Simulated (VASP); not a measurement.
# ZnGe2N3 (P4mm) in VASP: single point with PBE

Aim: the single point of ZnGe2N3 with PBE.

Everything below comes from runs of VASP 6.6.1. Logs are shortened: lines on timing, memory, paths and dates and some standing lists are left out, and cuts for length are marked.

## 1. The cell of the first run

It takes space group P4mm (No. 99, tetragonal). The conventional cell has a = 3.224 Å, b = 3.224 Å, c = 7.016 Å, α = 90.00°, β = 90.00°, γ = 90.00°. Zn (site symmetry 4mm) has 5 Ge at 2.41 to 2.51 Å and 8 N at 2.85 to 3.08 Å within 3.2 Å. Within 3.2 Å of Ge (site symmetry 4mm) lie 8 N at 2.41 to 2.48 Å and 1 Zn at 2.51 Å. Within 3.2 Å of Ge (site symmetry 4mm) lie 4 Zn at 2.41 Å and 5 N at 2.46 to 2.49 Å. N (site symmetry 2mm) has 4 N at 2.28 Å and 4 Ge at 2.46 to 2.48 Å within 3.0 Å. N (site symmetry 4mm) has 5 Ge at 2.41 to 2.49 Å and 4 Zn at 2.85 Å and 4 N at 3.12 Å within 3.2 Å.

## 2. Single point, PBE

INCAR

```
PREC = Accurate
ENCUT = 520
EDIFF = 1E-6
ISMEAR = 0
SIGMA = 0.1
LREAL = False
LASPH = True
NELM = 100
ALGO = Normal
ISIF = 2
LWAVE = False
LCHARG = False
GGA = PE
NBANDS = 36
```

KPOINTS

```
Automatic mesh
0
Gamma
  6 6 4
```

POSCAR

```
ZnGe2N3
1.0
    3.2237791300      0.0000000000      0.0000000000
    0.0000000000      3.2237791300      0.0000000000
    0.0000000000      0.0000000000      7.0162904300
Zn Ge N
1 2 3
Direct
    0.5000000000      0.5000000000      0.6236239100
    0.5000000000      0.5000000000      0.2665635600
    0.0000000000      0.0000000000      0.7339377400
    0.5000000000      0.0000000000      0.9983087800
    0.0000000000      0.5000000000      0.9983087800
    0.0000000000      0.0000000000      0.3792572600
```

Potentials or basis: VASP PAW PBE potentials, release 64 (Zn, Ge_d, N).

Run with:

```
> cat potpaw_PBE.64/Zn/POTCAR potpaw_PBE.64/Ge_d/POTCAR potpaw_PBE.64/N/POTCAR > POTCAR
> mpirun -np 1 vasp_std > vasp.out
```

OUTCAR:

```text
PREC = Accurate
   ENCUT = 520
   EDIFF = 1E-6
   ISMEAR = 0
   LREAL = False
   LASPH = True
   NELM = 100
   ISIF = 2
   GGA = PE

 ion  position               nearest neighbor table
   1  0.500  0.500  0.624-   3 2.41   3 2.41   3 2.41   3 2.41   2 2.51
   2  0.500  0.500  0.267-   1 2.51
   3  0.000  0.000  0.734-   1 2.41   1 2.41   1 2.41   1 2.41
   4  0.500  0.000  0.998-
   5  0.000  0.500  0.998-
   6  0.000  0.000  0.379-

  LATTYP: Found a simple tetragonal cell.
 ALAT       =     3.2237791300
 C/A-ratio  =     2.1764178460

  Lattice vectors:

 A1 = (   3.2237791300,   0.0000000000,   0.0000000000)
 A2 = (   0.0000000000,   3.2237791300,   0.0000000000)
 A3 = (   0.0000000000,   0.0000000000,   7.0162904300)

Analysis of symmetry for initial positions (statically):
=====================================================================
 Subroutine PRICEL returns:
 Original cell was already a primitive cell.

 Routine SETGRP: Setting up the symmetry group for a
 simple tetragonal supercell.

 Subroutine GETGRP returns: Found  8 space group operations
 (whereof  8 operations were pure point group operations)
 out of a pool of 16 trial point group operations.

The static configuration has the point symmetry C_4v.

Analysis of symmetry for dynamics (positions and initial velocities):
=====================================================================
 Subroutine PRICEL returns:
 Original cell was already a primitive cell.

 Routine SETGRP: Setting up the symmetry group for a
 simple tetragonal supercell.

 Subroutine GETGRP returns: Found  8 space group operations
 (whereof  8 operations were pure point group operations)
 out of a pool of 16 trial point group operations.

The dynamic configuration has the point symmetry C_4v.

 Subroutine INISYM returns: Found  8 space group operations
 (whereof  8 operations are pure point group operations),
 and found     1 'primitive' translations

----------------------------------------------------------------------------------------

                                     Primitive cell

  volume of cell :      72.9186

  direct lattice vectors                    reciprocal lattice vectors
     3.223779130  0.000000000  0.000000000     0.310194948  0.000000000  0.000000000
     0.000000000  3.223779130  0.000000000     0.000000000  0.310194948  0.000000000
     0.000000000  0.000000000  7.016290430     0.000000000  0.000000000  0.142525457

  length of vectors
     3.223779130  3.223779130  7.016290430     0.310194948  0.310194948  0.142525457

  position of ions in fractional coordinates (direct lattice)
     0.500000000  0.500000000  0.623623910
     0.500000000  0.500000000  0.266563560
     0.000000000  0.000000000  0.733937740
     0.500000000  0.000000000  0.998308780
     0.000000000  0.500000000  0.998308780
     0.000000000  0.000000000  0.379257260

  ion indices of the primitive-cell ions
   primitive index   ion index
                 1           1
                 2           2
                 3           3
                 4           4
                 5           5
                 6           6

----------------------------------------------------------------------------------------

 KPOINTS: Automatic mesh

Automatic generation of k-mesh.
 Grid dimensions read from file:
 generate k-points for:    6    6    4

 Generating k-lattice:

  Cartesian coordinates                     Fractional coordinates (reciprocal lattice)
     0.051699158  0.000000000  0.000000000     0.166666667  0.000000000  0.000000000
     0.000000000  0.051699158  0.000000000     0.000000000  0.166666667  0.000000000
     0.000000000  0.000000000  0.035631364     0.000000000  0.000000000  0.250000000

  Length of vectors
     0.051699158  0.051699158  0.035631364

  Shift w.r.t. Gamma in fractional coordinates (k-lattice)
     0.000000000  0.000000000  0.000000000

 Subroutine IBZKPT returns following result:
 ===========================================

 Found     30 irreducible k-points:

 Following reciprocal coordinates:
            Coordinates               Weight
  0.000000  0.000000  0.000000      1.000000
  0.166667  0.000000  0.000000      4.000000
  0.333333  0.000000  0.000000      4.000000
  0.500000  0.000000  0.000000      2.000000
  0.166667  0.166667  0.000000      4.000000
  0.333333  0.166667  0.000000      8.000000
[... 16 lines left out ...]
  0.333333  0.000000  0.500000      4.000000
  0.500000  0.000000  0.500000      2.000000
 [... further k-points ...]
   k-points           NKPTS =     30   k-points in BZ     NKDIM =     30   number of bands    NBANDS=     36
   number of dos      NEDOS =    301   number of ions     NIONS =      6
   total plane-waves  NPLWV =  31104
   dimension x,y,z NGX =    24 NGY =   24 NGZ =   54
   dimension x,y,z NGXF=    48 NGYF=   48 NGZF=  108
   ions per type =               1   2   3
   NGX,Y,Z   is equivalent  to a cutoff of  12.38, 12.38, 12.79 a.u.
   NGXF,Y,Z  is equivalent  to a cutoff of  24.75, 24.75, 25.59 a.u.
 SYSTEM =  unknown system
   PREC   = accura    normal or accurate (medium, high low for compatibility)
   ISTART =      0    job   : 0-new  1-cont  2-samecut
   ICHARG =      2    charge: 1-file 2-atom 10-const
   ISPIN  =      1    spin polarized calculation?
   LNONCOLLINEAR =      F non collinear calculations
   LSORBIT =      F    spin-orbit coupling
   LASPH  =      T    aspherical Exc in radial PAW
   ENCUT  =  520.0 eV  38.22 Ry    6.18 a.u.   5.99  5.99 13.05*2*pi/ulx,y,z
   NELM   =    100;   NELMIN=  2; NELMDL= -5     # of ELM steps
   EDIFF  = 0.1E-05   stopping-criterion for ELM
   LREAL  =      F    real-space projection
   EDIFFG = 0.1E-04   stopping-criterion for IOM
   NSW    =      0    number of steps for IOM
   IBRION =     -1    ionic relax: 0-MD 1-quasi-New 2-CG
   NFREE  =      0    steps in history (QN), initial steepest desc. (CG)
   ISIF   =      2    stress and relaxation
   ISYM   =      2    0-nonsym 1-usesym 2-fastsym
   POTIM  = 0.5000    time-step for ionic-motion
   TEBEG  =    0.0;   TEEND  =   0.0 temperature during run
   PSTRESS=    0.0 pullay stress
   NELECT =      55.0000    total number of electrons
   NUPDOWN=      -1.0000    fix difference up-down
   EMIN   =  10.00;   EMAX   =-10.00  energy-range for DOS
   EFERMI =   0.00;   METHOD = LEGACY
   ISMEAR =     0;   SIGMA  =   0.10  broadening in eV -4-tet -1-fermi 0-gaus
   EFERMI_NEDOS =   21; number of points for ismear=-14 and -15
   IALGO  =     38    algorithm
   IMIX   =      4    mixing-type and parameters
     AMIX     =   0.40;   BMIX     =  1.00
     AMIX_MAG =   1.60;   BMIX_MAG =  1.00
  volume/ion in A,a.u.               =      12.15        82.01
  Fermi-wavevector in a.u.,A,eV,Ry     =   1.490218  2.816103 30.215118  2.220748
  Thomas-Fermi vector in A             =   2.603027
   LORBIT       =      0    0 simple, 1 ext, 2 COOP (PROOUT), +10 PAW based schemes
   GGA     = PE    functional components
   LHFCALC =     F    Hartree Fock is set to
   AEXX    =    0.0000 exact exchange contribution
   IVDW    =     0    specifies the selected vdW correction
   LEPSILON=     F    determine dielectric tensor
   LRPA    =     F    only Hartree local field effects (RPA)
 non-spin polarized calculation
 Gauss-broadening in eV      SIGMA  =   0.10
  energy-cutoff  :      520.00
  volume of cell :       72.92
 maximum number of plane-waves:      1992
 NGX is ok and might be reduce to    24
   NGX = 11   NGY = 11   NGZ = 27

 number of electron      54.9999984 magnetization

 Free energy of the ion-electron system (eV)
  ---------------------------------------------------
  ext. energy  EPLUGINS =         0.00000000
  ---------------------------------------------------
  free energy    TOTEN  =       -24.73890577 eV

  energy without entropy =      -24.72385071  energy(sigma->0) =      -24.73137824

 E-fermi :   5.2725     XC(G=0): -11.7959

 val. band max:        5.2486646209   @ k =   0.3333   0.1667   0.2500
 cond. band min:       5.2736539710   @ k =   0.1667   0.0000   0.0000
 fundamental gap:      0.0249893501
 Fermi energy:         5.2725223147

 k-point     1 :       0.0000    0.0000    0.0000
  band No.  band energies     occupation
      1     -19.5258      2.00000
      2     -19.5172      2.00000
      3     -19.4845      2.00000
      4     -19.4845      2.00000
      5     -19.4636      2.00000
      6     -19.4592      2.00000
[... 28 lines left out ...]
     35      12.7155      0.00000
     36      12.8264      0.00000

 k-point     2 :       0.1667    0.0000    0.0000
  band No.  band energies     occupation
      1     -19.5235      2.00000
      2     -19.5079      2.00000
      3     -19.4896      2.00000
      4     -19.4840      2.00000
      5     -19.4675      2.00000
      6     -19.4505      2.00000
[... 28 lines left out ...]
     35      12.3710      0.00000
     36      12.8034      0.00000

 k-point     3 :       0.3333    0.0000    0.0000
  band No.  band energies     occupation
      1     -19.5209      2.00000
      2     -19.4998      2.00000
      3     -19.4871      2.00000
      4     -19.4831      2.00000
      5     -19.4754      2.00000
      6     -19.4498      2.00000
[... 28 lines left out ...]
     35      11.3663      0.00000
     36      13.3536      0.00000

 k-point     4 :       0.5000    0.0000    0.0000
  band No.  band energies     occupation
      1     -19.5198      2.00000
      2     -19.5049      2.00000
      3     -19.4825      2.00000
      4     -19.4794      2.00000
      5     -19.4765      2.00000
      6     -19.4530      2.00000
[... 28 lines left out ...]
     35      10.7813      0.00000
     36      13.3775      0.00000

 k-point     5 :       0.1667    0.1667    0.0000
  band No.  band energies     occupation
      1     -19.5187      2.00000
      2     -19.5011      2.00000
      3     -19.4894      2.00000
      4     -19.4887      2.00000
      5     -19.4721      2.00000
      6     -19.4471      2.00000
[... 655 lines left out ...]
 k-point    22 :       0.1667    0.0000    0.5000
  band No.  band energies     occupation
      1     -19.5235      2.00000
      2     -19.5079      2.00000
      3     -19.4896      2.00000
      4     -19.4840      2.00000
      5     -19.4675      2.00000
      6     -19.4505      2.00000
[... 28 lines left out ...]
     35      12.3408      0.00000
     36      12.5170      0.00000

 k-point    23 :       0.3333    0.0000    0.5000
  band No.  band energies     occupation
      1     -19.5210      2.00000
      2     -19.5000      2.00000
      3     -19.4872      2.00000
      4     -19.4830      2.00000
      5     -19.4754      2.00000
      6     -19.4498      2.00000
[... 28 lines left out ...]
     35      11.4157      0.00000
     36      12.6690      0.00000

 k-point    24 :       0.5000    0.0000    0.5000
  band No.  band energies     occupation
      1     -19.5199      2.00000
      2     -19.5052      2.00000
      3     -19.4825      2.00000
      4     -19.4794      2.00000
      5     -19.4768      2.00000
      6     -19.4530      2.00000
[... 28 lines left out ...]
     35      11.2461      0.00000
     36      13.3586      0.00000

 [... further k-points ...]
[... 5 lines left out ...]
  --------------------------------------------------------------------------------------
  -------------------------------------------------------------------------------------
  Total       -1.6370779     -1.6370779     -1.2318350      0.0000000      0.0000000      0.0000000
  in kB      -35.9701145    -35.9701145    -27.0660584      0.0000000      0.0000000      0.0000000
  external PRESSURE =     -33.0020958 kB  Pullay stress =       0.0000000 kB

 VOLUME and BASIS-vectors are now :
 -----------------------------------------------------------------------------
  energy-cutoff  :      520.00
  volume of cell :       72.92
      direct lattice vectors                 reciprocal lattice vectors
     3.223779130  0.000000000  0.000000000     0.310194948  0.000000000  0.000000000
     0.000000000  3.223779130  0.000000000     0.000000000  0.310194948  0.000000000
     0.000000000  0.000000000  7.016290430     0.000000000  0.000000000  0.142525457

 POSITION                                       TOTAL-FORCE (eV/Angst)
 -----------------------------------------------------------------------------------
      1.61189      1.61189      4.37553        -0.000000      0.000000     -1.102927
      1.61189      1.61189      1.87029        -0.000000     -0.000000     -2.210016
      0.00000      0.00000      5.14952         0.000000      0.000000      2.518943
      1.61189      0.00000      7.00442         0.000000      0.000000      0.429423
      0.00000      1.61189      7.00442        -0.000000      0.000000      0.429423
      0.00000      0.00000      2.66098        -0.000000      0.000000     -0.064847
 -----------------------------------------------------------------------------------
    total drift:                                0.000000     -0.000000     -0.000112

  FREE ENERGIE OF THE ION-ELECTRON SYSTEM (eV)
  ---------------------------------------------------
  free  energy   TOTEN  =       -24.7389057676 eV

  energy  without entropy=      -24.7238507056  energy(sigma->0) =      -24.73137824
```

It took 61 s on 1 thread of Intel Xeon Platinum 8259CL at 2.50GHz (Skylake/Cascade Lake), shared host; peak memory 0.22 GiB.

Results:

```yaml
Free_energy: -24.7389 eV
Pressure: -3.3 GPa
Largest_force: 2.519 eV/Å
```

Forces in eV/Å, atoms in the order of the input:
```
Zn   0.000  0.000 -1.103
Ge   0.000  0.000 -2.210
Ge   0.000  0.000  2.519
N    0.000  0.000  0.429
N    0.000  0.000  0.429
N    0.000  0.000 -0.065
```

Stress tensor (GPa, compression positive):
```
-3.60  0.00  0.00
 0.00 -3.60  0.00
 0.00  0.00 -2.71
```

Caveat: forces of over 1 eV/Å act on the atoms, so gaps and moduli don't describe the material at rest.
